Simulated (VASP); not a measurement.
# La (Im-3m) in VASP: further runs

The runs below take La through single point, with LDA.

Everything below comes from runs of VASP 6.6.1. Logs are shortened: lines on timing, memory, paths and dates and some standing lists are left out, and cuts for length are marked.

## Step 1: The cell of the first run

Symmetry: Im-3m, No. 229, cubic system. Conventional cell: a = 4.048 Å, b = 4.048 Å, c = 4.048 Å, α = 90.00°, β = 90.00°, γ = 90.00°. La (site symmetry m-3m) has 14 La at 3.51 to 4.05 Å within 4.6 Å.

This isn't the form of La at room conditions, which is double hcp.

## Step 2: Single point, LDA (33.16 Å³/atom)

Contents of INCAR:

```
PREC = Accurate ; ENCUT = 520
EDIFF = 1E-6 ; ISMEAR = -1
SIGMA = 0.1 ; LREAL = False
LASPH = True ; NELM = 80
ALGO = Normal ; ISIF = 2
LWAVE = False ; LCHARG = False
NBANDS = 12
```

Contents of KPOINTS:

```
Automatic mesh
0
Gamma
  12 12 12
```

Contents of POSCAR:

```
La
1.0
   -2.0239797009      2.0239797009      2.0239797009
    2.0239797009     -2.0239797009      2.0239797009
    2.0239797009      2.0239797009     -2.0239797009
La
1
Direct
    0.0000000000      0.0000000000      0.0000000000
```

Potentials or basis: VASP PAW LDA potentials, release 64 (La).

The run is started by

```
$ cat potpaw_LDA.64/La/POTCAR > POTCAR
$ mpirun -np 1 vasp_std > vasp.out
```

OUTCAR:

```text
PREC = Accurate
   ENCUT = 520
   EDIFF = 1E-6
   ISMEAR = -1
   LREAL = False
   LASPH = True
   NELM = 80
   ISIF = 2

 ion  position               nearest neighbor table
   1  0.000  0.000  0.000-

  LATTYP: Found a body centered cubic cell.
 ALAT       =     4.0479594018

  Lattice vectors:

 A1 = (  -2.0239797009,   2.0239797009,   2.0239797009)
 A2 = (   2.0239797009,  -2.0239797009,   2.0239797009)
 A3 = (   2.0239797009,   2.0239797009,  -2.0239797009)

Analysis of symmetry for initial positions (statically):
=====================================================================
 Subroutine PRICEL returns:
 Original cell was already a primitive cell.

 Routine SETGRP: Setting up the symmetry group for a
 body centered cubic supercell.

 Subroutine GETGRP returns: Found 48 space group operations
 (whereof 48 operations were pure point group operations)
 out of a pool of 48 trial point group operations.

The static configuration has the point symmetry O_h .

Analysis of symmetry for dynamics (positions and initial velocities):
=====================================================================
 Subroutine PRICEL returns:
 Original cell was already a primitive cell.

 Routine SETGRP: Setting up the symmetry group for a
 body centered cubic supercell.

 Subroutine GETGRP returns: Found 48 space group operations
 (whereof 48 operations were pure point group operations)
 out of a pool of 48 trial point group operations.

The dynamic configuration has the point symmetry O_h .

 Subroutine INISYM returns: Found 48 space group operations
 (whereof 48 operations are pure point group operations),
 and found     1 'primitive' translations

----------------------------------------------------------------------------------------

                                     Primitive cell

  volume of cell :      33.1649

  direct lattice vectors                    reciprocal lattice vectors
    -2.023979701  2.023979701  2.023979701     0.000000000  0.247038051  0.247038051
     2.023979701 -2.023979701  2.023979701     0.247038051  0.000000000  0.247038051
     2.023979701  2.023979701 -2.023979701     0.247038051  0.247038051  0.000000000

  length of vectors
     3.505635675  3.505635675  3.505635675     0.349364562  0.349364562  0.349364562

  position of ions in fractional coordinates (direct lattice)
     0.000000000  0.000000000  0.000000000

  ion indices of the primitive-cell ions
   primitive index   ion index
                 1           1

----------------------------------------------------------------------------------------

 KPOINTS: Automatic mesh

Automatic generation of k-mesh.
 Grid dimensions read from file:
 generate k-points for:   12   12   12

 Generating k-lattice:

  Cartesian coordinates                     Fractional coordinates (reciprocal lattice)
     0.000000000  0.020586504  0.020586504     0.083333333  0.000000000  0.000000000
     0.020586504  0.000000000  0.020586504     0.000000000  0.083333333  0.000000000
     0.020586504  0.020586504  0.000000000     0.000000000  0.000000000  0.083333333

  Length of vectors
     0.029113713  0.029113713  0.029113713

  Shift w.r.t. Gamma in fractional coordinates (k-lattice)
     0.000000000  0.000000000  0.000000000

 Subroutine IBZKPT returns following result:
 ===========================================

 Found     72 irreducible k-points:

 Following reciprocal coordinates:
            Coordinates               Weight
  0.000000  0.000000  0.000000      1.000000
  0.083333  0.000000  0.000000     12.000000
  0.166667  0.000000  0.000000     12.000000
  0.250000  0.000000  0.000000     12.000000
  0.333333  0.000000  0.000000     12.000000
  0.416667  0.000000  0.000000     12.000000
[... 16 lines left out ...]
  0.333333  0.083333  0.083333     24.000000
  0.416667  0.083333  0.083333     12.000000
 [... further k-points ...]
   k-points           NKPTS =     72   k-points in BZ     NKDIM =     72   number of bands    NBANDS=     12
   number of dos      NEDOS =    301   number of ions     NIONS =      1
   total plane-waves  NPLWV =  21952
   dimension x,y,z NGX =    28 NGY =   28 NGZ =   28
   dimension x,y,z NGXF=    56 NGYF=   56 NGZF=   56
   ions per type =               1
   NGX,Y,Z   is equivalent  to a cutoff of  13.28, 13.28, 13.28 a.u.
   NGXF,Y,Z  is equivalent  to a cutoff of  26.56, 26.56, 26.56 a.u.
 SYSTEM =  unknown system
   PREC   = accura    normal or accurate (medium, high low for compatibility)
   ISTART =      0    job   : 0-new  1-cont  2-samecut
   ICHARG =      2    charge: 1-file 2-atom 10-const
   ISPIN  =      1    spin polarized calculation?
   LNONCOLLINEAR =      F non collinear calculations
   LSORBIT =      F    spin-orbit coupling
   LASPH  =      T    aspherical Exc in radial PAW
   ENCUT  =  520.0 eV  38.22 Ry    6.18 a.u.   6.52  6.52  6.52*2*pi/ulx,y,z
   NELM   =     80;   NELMIN=  2; NELMDL= -5     # of ELM steps
   EDIFF  = 0.1E-05   stopping-criterion for ELM
   LREAL  =      F    real-space projection
   EDIFFG = 0.1E-04   stopping-criterion for IOM
   NSW    =      0    number of steps for IOM
   IBRION =     -1    ionic relax: 0-MD 1-quasi-New 2-CG
   NFREE  =      0    steps in history (QN), initial steepest desc. (CG)
   ISIF   =      2    stress and relaxation
   ISYM   =      2    0-nonsym 1-usesym 2-fastsym
   POTIM  = 0.5000    time-step for ionic-motion
   TEBEG  =    0.0;   TEEND  =   0.0 temperature during run
   PSTRESS=    0.0 pullay stress
   NELECT =      11.0000    total number of electrons
   NUPDOWN=      -1.0000    fix difference up-down
   EMIN   =  10.00;   EMAX   =-10.00  energy-range for DOS
   EFERMI =   0.00;   METHOD = LEGACY
   ISMEAR =    -1;   SIGMA  =   0.10  broadening in eV -4-tet -1-fermi 0-gaus
   EFERMI_NEDOS =   21; number of points for ismear=-14 and -15
   IALGO  =     38    algorithm
   IMIX   =      4    mixing-type and parameters
     AMIX     =   0.40;   BMIX     =  1.00
     AMIX_MAG =   1.60;   BMIX_MAG =  1.00
  volume/ion in A,a.u.               =      33.16       223.81
  Fermi-wavevector in a.u.,A,eV,Ry     =   1.133217  2.141469 17.472326  1.284180
  Thomas-Fermi vector in A             =   2.269919
   LORBIT       =      0    0 simple, 1 ext, 2 COOP (PROOUT), +10 PAW based schemes
   GGA     = CA    functional components
   LHFCALC =     F    Hartree Fock is set to
   AEXX    =    0.0000 exact exchange contribution
   IVDW    =     0    specifies the selected vdW correction
   LEPSILON=     F    determine dielectric tensor
   LRPA    =     F    only Hartree local field effects (RPA)
 non-spin polarized calculation
  energy-cutoff  :      520.00
  volume of cell :       33.16
 maximum number of plane-waves:       935
 NGX is ok and might be reduce to    28
   NGX = 13   NGY = 13   NGZ = 13

 number of electron      11.0000000 magnetization

 Free energy of the ion-electron system (eV)
  ---------------------------------------------------
  ext. energy  EPLUGINS =         0.00000000
  ---------------------------------------------------
  free energy    TOTEN  =        -5.47593709 eV

  energy without entropy =       -5.39165300  energy(sigma->0) =       -5.43379504

 E-fermi :   8.7559     XC(G=0): -10.2318

 val. band max:        8.7429916235   @ k =   0.1667   0.1667   0.1667
 cond. band min:       8.7604032224   @ k =   0.1667   0.1667   0.0833
 fundamental gap:      0.0174115988
 Fermi energy:         8.7558887655

 k-point     1 :       0.0000    0.0000    0.0000
  band No.  band energies     occupation
      1     -23.8642      2.00000
      2      -6.5644      2.00000
      3      -6.5644      2.00000
      4      -6.5644      2.00000
      5       5.7078      2.00000
      6      10.2601      0.00000
      7      10.2601      0.00000
      8      10.2601      0.00000
      9      10.3523      0.00000
     10      10.3523      0.00000
     11      10.3523      0.00000
     12      11.1604      0.00000

 k-point     2 :       0.0833    0.0000    0.0000
  band No.  band energies     occupation
      1     -23.8432      2.00000
      2      -6.7152      2.00000
      3      -6.6074      2.00000
      4      -6.5666      2.00000
      5       5.9657      2.00000
      6       9.9052      0.00002
      7       9.9195      0.00002
      8      10.2517      0.00000
      9      10.4248      0.00000
     10      10.5994      0.00000
     11      10.6045      0.00000
     12      11.1348      0.00000

 k-point     3 :       0.1667    0.0000    0.0000
  band No.  band energies     occupation
      1     -23.7852      2.00000
      2      -7.1060      2.00000
      3      -6.7223      2.00000
      4      -6.5729      2.00000
      5       6.5987      2.00000
      6       9.4886      0.00131
      7       9.5075      0.00109
      8      10.2362      0.00000
      9      10.5421      0.00000
     10      10.7452      0.00000
     11      10.7902      0.00000
     12      11.0841      0.00000
[... 286 lines left out ...]
 k-point    23 :       0.3333    0.0833    0.0833
  band No.  band energies     occupation
      1     -23.5493      2.00000
      2      -8.2888      2.00000
      3      -7.2159      2.00000
      4      -6.7350      2.00000
      5       7.4234      2.00000
      6       8.5382      1.79627
      7      10.3187      0.00000
      8      10.4332      0.00000
      9      10.7017      0.00000
     10      10.9653      0.00000
     11      10.9832      0.00000
     12      11.1126      0.00000

 k-point    24 :       0.4167    0.0833    0.0833
  band No.  band energies     occupation
      1     -23.5288      2.00000
      2      -8.3694      2.00000
      3      -7.2736      2.00000
      4      -6.7411      2.00000
      5       7.3367      2.00000
      6       8.4918      1.86688
      7      10.4335      0.00000
      8      10.4777      0.00000
      9      10.6966      0.00000
     10      11.0060      0.00000
     11      11.0429      0.00000
     12      11.0861      0.00000

 [... further k-points ...]
[... 5 lines left out ...]
  --------------------------------------------------------------------------------------
  -------------------------------------------------------------------------------------
  Total        0.0015943      0.0015943      0.0015943      0.0000000     -0.0000000      0.0000000
  in kB        0.0770207      0.0770207      0.0770207      0.0000000     -0.0000000      0.0000000
  external PRESSURE =       0.0770207 kB  Pullay stress =       0.0000000 kB

 VOLUME and BASIS-vectors are now :
 -----------------------------------------------------------------------------
  energy-cutoff  :      520.00
  volume of cell :       33.16
      direct lattice vectors                 reciprocal lattice vectors
    -2.023979701  2.023979701  2.023979701     0.000000000  0.247038051  0.247038051
     2.023979701 -2.023979701  2.023979701     0.247038051  0.000000000  0.247038051
     2.023979701  2.023979701 -2.023979701     0.247038051  0.247038051  0.000000000

 POSITION                                       TOTAL-FORCE (eV/Angst)
 -----------------------------------------------------------------------------------
      0.00000      0.00000      0.00000         0.000000      0.000000     -0.000000
 -----------------------------------------------------------------------------------
    total drift:                               -0.000000     -0.000000      0.000000

  FREE ENERGIE OF THE ION-ELECTRON SYSTEM (eV)
  ---------------------------------------------------
  free  energy   TOTEN  =        -5.4759370869 eV

  energy  without entropy=       -5.3916529990  energy(sigma->0) =       -5.43379504
```

Wall time 52 s (1 thread of AMD EPYC 7R13, shared host); peak memory 0.14 GiB.

Results:

```yaml
Free_energy: -5.4759 eV
Pressure: 0.0 GPa
Band_gap_on_the_k_mesh: zero (an odd number of electrons rules out a gap without spin polarisation)
```

Levels at points of the mesh, in eV from the Fermi level:
```csv
k point,band 4,band 5,band 6,band 7,band 8,band 9
"(0.00, 0.00, 0.00)",-15.32,-3.05,1.50,1.50,1.50,1.60
"(0.50, 0.00, 0.00)",-15.36,-1.96,-0.31,1.52,1.71,1.94
"(0.50, 0.50, 0.50)",-16.60,-2.19,-2.19,1.68,1.92,1.92
```

Caveat: spin-orbit coupling is left out, which moves the levels of the heavy elements.

## Step 3: Single point, LDA (34.49 Å³/atom)

This run uses another cell than the first one, of 34.49 Å³/atom.

Contents of INCAR:

```
PREC = Accurate
ENCUT = 520
EDIFF = 1E-6
ISMEAR = -1
SIGMA = 0.1
LREAL = False
LASPH = True
NELM = 100
ALGO = Normal
ISIF = 2
LWAVE = False
LCHARG = False
GGA = CA
NBANDS = 12
```

KPOINTS is that of step 2.

Contents of POSCAR:

```
La
1.0
   -2.0506140671      2.0506140671      2.0506140671
    2.0506140671     -2.0506140671      2.0506140671
    2.0506140671      2.0506140671     -2.0506140671
La
1
Direct
    0.0000000000      0.0000000000      0.0000000000
```

Potentials or basis: VASP PAW LDA potentials, release 64 (La).

The run is started by

```
$ cat potpaw_LDA.64/La/POTCAR > POTCAR
$ mpirun -np 1 vasp_std > vasp.out
```

Run time: 61 s. Hardware: 1 thread of AMD EPYC 7R13, shared host; peak memory 0.14 GiB.

Results (log left out):

* Free energy: -5.4715 eV
* Pressure: -1.1 GPa
* Band gap on the k mesh: zero (an odd number of electrons rules out a gap without spin polarisation)

Levels at points of the mesh, in eV from the Fermi level:
| k point | band 2 | band 3 | band 4 | band 5 | band 6 | band 7 | band 8 | band 9 | band 10 | band 11 |
| --- | --- | --- | --- | --- | --- | --- | --- | --- | --- | --- |
| (0.00, 0.00, 0.00) | -15.47 | -15.47 | -15.47 | -3.11 | 1.45 | 1.45 | 1.45 | 1.55 | 1.55 | 1.55 |
| (0.50, 0.00, 0.00) | -17.19 | -16.00 | -15.50 | -1.90 | -0.27 | 1.47 | 1.63 | 1.85 | 2.15 | 2.18 |
| (0.50, 0.50, 0.50) | -16.63 | -16.63 | -16.63 | -2.06 | -2.06 | 1.61 | 1.82 | 1.82 | 1.82 | 2.36 |

Caveat: spin-orbit coupling is left out, which moves the levels of the heavy elements.

## Step 4: Single point, LDA (35.82 Å³/atom)

This run uses another cell than the first one, of 35.82 Å³/atom.

Contents of INCAR:

```
SYSTEM = La
  PREC = Accurate
  ENCUT = 520
  EDIFF = 1E-6
  ISMEAR = -1
  SIGMA = 0.1
  LREAL = .False.
  LASPH = .True.
  NELM = 80
  ALGO = Normal
  ISIF = 2
  LWAVE = .False.
  LCHARG = .False.
  GGA = CA
  NBANDS = 12
```

Contents of KPOINTS:

```
Automatic mesh
0
Gamma
  12 12 12
  0 0 0
```

Contents of POSCAR:

```
La
1.0
   -2.0765739630      2.0765739630      2.0765739630
    2.0765739630     -2.0765739630      2.0765739630
    2.0765739630      2.0765739630     -2.0765739630
La
1
Direct
    0.0000000000      0.0000000000      0.0000000000
```

The run is started by

```
$ cat potpaw_LDA.64/La/POTCAR > POTCAR
$ mpirun -np 1 vasp_std > vasp.out
```

Wall time 61 s (1 thread of AMD EPYC 7R13, shared host); peak memory 0.15 GiB.

It converged, with:

```
Free energy            : -5.4584 eV
Pressure               : -2.1 GPa
Band gap on the k mesh : zero (an odd number of electrons rules out a gap without spin polarisation)
```

Levels at points of the mesh, in eV from the Fermi level:
```tsv
k point	band 2	band 3	band 4	band 5	band 6	band 7	band 8	band 9	band 10	band 11
(0.00, 0.00, 0.00)	-15.60	-15.60	-15.60	-3.16	1.40	1.40	1.40	1.51	1.51	1.51
(0.50, 0.00, 0.00)	-17.16	-16.09	-15.63	-1.85	-0.24	1.41	1.55	1.76	2.04	2.06
(0.50, 0.50, 0.50)	-16.65	-16.65	-16.65	-1.95	-1.95	1.54	1.73	1.73	1.73	2.24
```

Caveat: spin-orbit coupling is left out, which moves the levels of the heavy elements.

## Step 5: The runs side by side

```csv
cell,gap on the mesh (eV),pressure (GPa)
"a = 3.506 Å, angles 109.5°, 1 atom",none,0.0
"a = 3.552 Å, angles 109.5°, 1 atom",none,-1.1
"a = 3.597 Å, angles 109.5°, 1 atom",none,-2.1
```

Alike in all rows: task single point; level LDA; potentials or basis VASP PAW LDA potentials, release 64 (La); no spin polarisation; k mesh 12 × 12 × 12; cutoff (eV) 520; smearing fermi-dirac 0.1 eV.

Caveats: spin-orbit coupling is left out, which moves the levels of the heavy elements.

Total energies depend on the potentials used, so only differences within one code and one set of settings carry meaning.
